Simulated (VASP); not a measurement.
# La (P6_3/mmc) in VASP: relaxation of cell and atoms with PBE

Aim: the relaxation of cell and atoms of La with PBE.

Program: VASP 6.6.1. These are calculated values, not measurements. Logs are shortened: lines on timing, memory, paths and dates and some standing lists are left out, and cuts for length are marked.

## (1) The cell of the first run

It takes space group P6_3/mmc (No. 194, hexagonal). The conventional cell has a = 3.343 Å, b = 3.343 Å, c = 10.865 Å, α = 90.00°, β = 90.00°, γ = 120.00°. Within 4.4 Å of La (site symmetry -3m) lie 12 La at 3.33 to 3.34 Å. Within 4.4 Å of La (site symmetry -6m2) lie 12 La at 3.33 to 3.34 Å.

## (2) Relaxation of cell and atoms, PBE, target pressure 15 GPa, at which the enthalpy is minimised

Input file INCAR:

```
PREC     = Accurate       # precision mode
ENCUT    = 600            # plane-wave cutoff, eV
EDIFF    = 1E-6           # SCF threshold, eV
ISMEAR   = -1             # smearing method
SIGMA    = 0.1            # smearing width, eV
LREAL    = F              # projectors in reciprocal space
LASPH    = T              # aspherical terms in the spheres
NELM     = 100            # most SCF steps
ALGO     = Normal         # electronic algorithm
ISIF     = 3              # what is computed and relaxed
LWAVE    = F              # write WAVECAR
LCHARG   = F              # write CHGCAR
GGA      = PE             # functional
IBRION   = 2              # ionic algorithm
NSW      = 60             # ionic steps
EDIFFG   = -0.005         # ionic threshold
PSTRESS  = 150.0
```

Input file KPOINTS:

```
regular mesh
0
Gamma
  11 11 3
```

Input file POSCAR:

```
La
1.0
    3.3431255987      0.0000000000      0.0000000000
   -1.6715627994      2.8952316965      0.0000000000
    0.0000000000      0.0000000000     10.8651581958
La
4
Direct
    0.0000000000      0.0000000000      0.0000000000
    0.0000000000      0.0000000000      0.5000000000
    0.3333333333      0.6666666667      0.2500000000
    0.6666666667      0.3333333333      0.7500000000
```

Potentials or basis: VASP PAW PBE potentials, release 64 (La).

Command:

```console
> cat potpaw_PBE.64/La/POTCAR > POTCAR
> mpirun -np 1 vasp_std > vasp.out
```

OUTCAR:

```text
PREC = Accurate
   ENCUT = 600
   EDIFF = 1E-6
   ISMEAR = -1
   LREAL = F
   LASPH = T
   NELM = 100
   ISIF = 3
   GGA = PE
   IBRION = 2
   NSW = 60
   EDIFFG = -0.005
   PSTRESS = 150.0

 ion  position               nearest neighbor table
   1  0.000  0.000  0.000-   3 3.33   4 3.33   4 3.33   3 3.33   4 3.33   3 3.33
   2  0.000  0.000  0.500-   3 3.33   4 3.33   4 3.33   3 3.33   4 3.33   3 3.33
   3  0.333  0.667  0.250-   1 3.33   2 3.33   1 3.33   2 3.33   1 3.33   2 3.33
   4  0.667  0.333  0.750-   1 3.33   2 3.33   1 3.33   2 3.33   1 3.33   2 3.33

  LATTYP: Found a hexagonal cell.
 ALAT       =     3.3431255987
 C/A-ratio  =     3.2500000000

  Lattice vectors:

 A1 = (   3.3431255987,   0.0000000000,   0.0000000000)
 A2 = (  -1.6715627994,   2.8952316965,   0.0000000000)
 A3 = (   0.0000000000,   0.0000000000,  10.8651581958)

Analysis of symmetry for initial positions (statically):
=====================================================================
 Subroutine PRICEL returns:
 Original cell was already a primitive cell.

 Routine SETGRP: Setting up the symmetry group for a
 hexagonal supercell.

 Subroutine GETGRP returns: Found 24 space group operations
 (whereof 12 operations were pure point group operations)
 out of a pool of 24 trial point group operations.

The static configuration has the point symmetry D_3d.
 The point group associated with its full space group is D_6h.

Analysis of symmetry for dynamics (positions and initial velocities):
=====================================================================
 Subroutine PRICEL returns:
 Original cell was already a primitive cell.

 Routine SETGRP: Setting up the symmetry group for a
 hexagonal supercell.

 Subroutine GETGRP returns: Found 24 space group operations
 (whereof 12 operations were pure point group operations)
 out of a pool of 24 trial point group operations.

The dynamic configuration has the point symmetry D_3d.
 The point group associated with its full space group is D_6h.

 Subroutine INISYM returns: Found 24 space group operations
 (whereof 12 operations are pure point group operations),
 and found     1 'primitive' translations

----------------------------------------------------------------------------------------

                                     Primitive cell

  volume of cell :     105.1652

[... 96 lines left out ...]
   IBRION =      2    ionic relax: 0-MD 1-quasi-New 2-CG
   NFREE  =      1    steps in history (QN), initial steepest desc. (CG)
   ISIF   =      3    stress and relaxation
   ISYM   =      2    0-nonsym 1-usesym 2-fastsym
   POTIM  = 0.5000    time-step for ionic-motion
   TEBEG  =    0.0;   TEEND  =   0.0 temperature during run
   PSTRESS=  150.0 pullay stress
   NELECT =      44.0000    total number of electrons
   NUPDOWN=      -1.0000    fix difference up-down
   EMIN   =  10.00;   EMAX   =-10.00  energy-range for DOS
   EFERMI =   0.00;   METHOD = LEGACY
   ISMEAR =    -1;   SIGMA  =   0.10  broadening in eV -4-tet -1-fermi 0-gaus
   EFERMI_NEDOS =   21; number of points for ismear=-14 and -15
   IALGO  =     38    algorithm
   IMIX   =      4    mixing-type and parameters
     AMIX     =   0.40;   BMIX     =  1.00
     AMIX_MAG =   1.60;   BMIX_MAG =  1.00
  volume/ion in A,a.u.               =      26.29       177.42
  Fermi-wavevector in a.u.,A,eV,Ry     =   1.224433  2.313843 20.398347  1.499236
  Thomas-Fermi vector in A             =   2.359508
   LORBIT       =      0    0 simple, 1 ext, 2 COOP (PROOUT), +10 PAW based schemes
   GGA     = PE    functional components
   LHFCALC =     F    Hartree Fock is set to
   AEXX    =    0.0000 exact exchange contribution
   IVDW    =     0    specifies the selected vdW correction
   LEPSILON=     F    determine dielectric tensor
   LRPA    =     F    only Hartree local field effects (RPA)
 conjugate gradient relaxation of ions
 non-spin polarized calculation
  energy-cutoff  :      600.00
  volume of cell :      105.17
 maximum number of plane-waves:      3542
 NGX is ok and might be reduce to    28
   NGX = 13   NGY = 13   NGZ = 43

--------------------------------------- Ionic step        1  -------------------------------------------

 number of electron      43.9999998 magnetization

 Free energy of the ion-electron system (eV)
  ---------------------------------------------------
  ext. energy  EPLUGINS =         0.00000000
  ---------------------------------------------------
  free energy    TOTEN  =       -18.07516400 eV

  energy without entropy =      -17.89248174  energy(sigma->0) =      -17.98382287

------------------------ aborting loop because EDIFF is reached ----------------------------------------

  FORCE on cell =-STRESS in cart. coord.  units (eV):
  Direction    XX          YY          ZZ          XY          YZ          ZX
  --------------------------------------------------------------------------------------
  -------------------------------------------------------------------------------------
  Total        9.5191863      9.5191863      8.8890410     -0.0000000     -0.0000000     -0.0000000
  in kB      145.0234854    145.0234854    135.4233084     -0.0000000     -0.0000000     -0.0000000
  external PRESSURE =      -8.1765736 kB  Pullay stress =     150.0000000 kB
[... 147 lines left out ...]
--------------------------------------- Ionic step        5  -------------------------------------------

 number of electron      43.9999997 magnetization

 Free energy of the ion-electron system (eV)
  ---------------------------------------------------
  ext. energy  EPLUGINS =         0.00000000
  ---------------------------------------------------
  free energy    TOTEN  =       -17.94961912 eV

  energy without entropy =      -17.77056190  energy(sigma->0) =      -17.86009051

 E-fermi :  11.9664     XC(G=0): -11.1262

 val. band max:       11.9328706807   @ k =   0.3636   0.2727   0.0000
 cond. band min:      11.9755285346   @ k =   0.2727   0.1818   0.0000
 fundamental gap:      0.0426578539
 Fermi energy:        11.9664307587

 k-point     1 :       0.0000    0.0000    0.0000
  band No.  band energies     occupation
      1     -20.8726      2.00000
      2     -20.5083      2.00000
      3     -20.5051      2.00000
      4     -20.0966      2.00000
      5      -6.2152      2.00000
      6      -4.5728      2.00000
[... 685 lines left out ...]
     25      12.5800      0.00432
     26      12.8276      0.00036

 [... further k-points ...]

------------------------ aborting loop because EDIFF is reached ----------------------------------------

  FORCE on cell =-STRESS in cart. coord.  units (eV):
  Direction    XX          YY          ZZ          XY          YZ          ZX
  --------------------------------------------------------------------------------------
  -------------------------------------------------------------------------------------
  Total        9.7308053      9.7308053      9.7048463     -0.0000000     -0.0000000      0.0000000
  in kB      150.2574056    150.2574056    149.8565618     -0.0000000     -0.0000000      0.0000000
  external PRESSURE =       0.1237910 kB  Pullay stress =     150.0000000 kB
[... 23 lines left out ...]
  energy  without entropy=      -17.7705618991  energy(sigma->0) =      -17.86009051

  enthalpy is  TOTEN    =        -8.2354836612 eV   P V=        9.7141354634

 reached required accuracy - stopping structural energy minimisation
```

It took 7.7 min on 1 thread of AMD EPYC 7R43 (Zen 3), shared host; peak memory 0.29 GiB.

Results:

* Free energy: -17.9496 eV
* Relaxed volume: 25.94 Å³/atom
* Relaxed cell: a = 3.341 Å, b = 3.341 Å, c = 10.734 Å, α = 90.00°, β = 90.00°, γ = 120.00°
* Space group after relaxing (to 0.1 Å): P6_3/mmc (No. 194)
* Energy change on relaxing (the run minimises the enthalpy): +31.4 meV/atom
* Ionic steps: 5
* Pressure after relaxing: 15.0 GPa
* Band gap on the k mesh: zero (bands 22 and 23 overlap by 1.48 eV)

Step by step:
| step | energy change (eV) | largest force (eV/Å) | pressure (GPa) | volume (Å³) |
| --- | --- | --- | --- | --- |
| 1 | 0.0000 | 0.0000 | 14.18 | 105.17 |
| 2 | 0.1851 | 0.0000 | 15.40 | 103.13 |
| 3 | 0.1444 | 0.0000 | 15.13 | 103.56 |
| 4 | 0.1300 | 0.0000 | 15.04 | 103.71 |
| 5 | 0.1255 | 0.0000 | 15.01 | 103.76 |

Final structure:
```
La
1.0
     3.34090    0.00000    0.00000
    -1.67045    2.89331    0.00000
     0.00000    0.00000   10.73410
La
4
Cartesian
  0.0000 0.0000 0.0000
  0.0000 0.0000 5.3670
  0.0000 1.9289 2.6835
  1.6705 0.9644 8.0506
```

Levels at points of the mesh, in eV from the Fermi level:
| k point | band 20 | band 21 | band 22 | band 23 | band 24 | band 25 |
| --- | --- | --- | --- | --- | --- | --- |
| (0.00, 0.00, 0.00) | -1.41 | 0.99 | 1.23 | 1.23 | 1.31 | 1.31 |

Caveat: the cell is relaxed towards a set pressure, so the run minimises the enthalpy, not the energy; spin-orbit coupling is left out, which moves the levels of the heavy elements.
